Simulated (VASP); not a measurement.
Write the native input for VASP 6.6.1 that does the following.

| Item | Value |
| --- | --- |
| Task | single point |
| Functional | PBEsol |
| Potentials or basis | VASP PAW PBE potentials, release 64 (Sn_d, Se, H) |
| Cutoff | 520 eV |
| k mesh | 6 × 5 × 1 |
| Occupations | gaussian, width 0.05 eV |
| Spin | no spin polarisation |
| Dipole correction | yes |
| Further INCAR settings | ALGO = Normal; EDIFF = 1e-06; NBANDS = 52 |

The structure of Sn2HSe2 lies in POSCAR:

```
Sn2HSe2
1.0
    4.2041099559      0.0000000000      0.0000000000
    0.0000000000      5.9455093173      0.0000000000
    0.0000000000      0.0000000000     25.3061649338
Sn Se H
4 4 2
Direct
    0.5000000000      0.5000000000      0.3358865328
    0.0000000000      0.0000000000      0.4189514691
    0.4995652441      0.5009220259      0.5128195868
   -0.0002636542      0.0192895573      0.5869335527
    0.5000000000      0.0000000000      0.3358865328
    0.0000000000      0.5000000000      0.4189514691
    0.4998914719     -0.0061415048      0.5145766867
   -0.0003581254      0.4912272381      0.5853494124
    0.1527476207      0.2530947970      0.7248131047
    0.1232741082      0.3232710448      0.7000923891
```

The input as run:

INCAR

```
SYSTEM = Sn2HSe2
ALGO = Normal ; DIPOL = 0.5 0.5 0.513
EDIFF = 1E-6 ; ENCUT = 520
GGA = PS ; IDIPOL = 3
ISIF = 2 ; ISMEAR = 0
LASPH = .True. ; LCHARG = .False.
LDIPOL = .True. ; LREAL = .False.
LWAVE = .False. ; NBANDS = 52
NELM = 80 ; PREC = Accurate
SIGMA = 0.05
```

KPOINTS

```
k-points
0
Gamma
  6 5 1
  0 0 0
```

Potentials or basis: VASP PAW PBE potentials, release 64 (Sn_d, Se, H).

Command:

```console
$ cat potpaw_PBE.64/Sn_d/POTCAR potpaw_PBE.64/Se/POTCAR potpaw_PBE.64/H/POTCAR > POTCAR
$ mpirun -np 1 vasp_std > vasp.out
```

Results of the run:

```json
{
  "Largest force": "1.031 eV/Å",
  "Band gap on the k mesh": "0.74 eV (least direct gap 0.75 eV)"
}
```

Caveat: semilocal functionals underestimate gaps, and a narrow one can read as zero; the PAW data sets were made with another functional, which shifts forces and pressure a little; spin-orbit coupling is left out, which moves the levels of the heavy elements.

It took 30 min on 1 thread of Intel(R) Xeon(R) Platinum 8375C CPU @ 2.90GHz (Ice Lake) (shared host), peak memory 0.86 GiB.
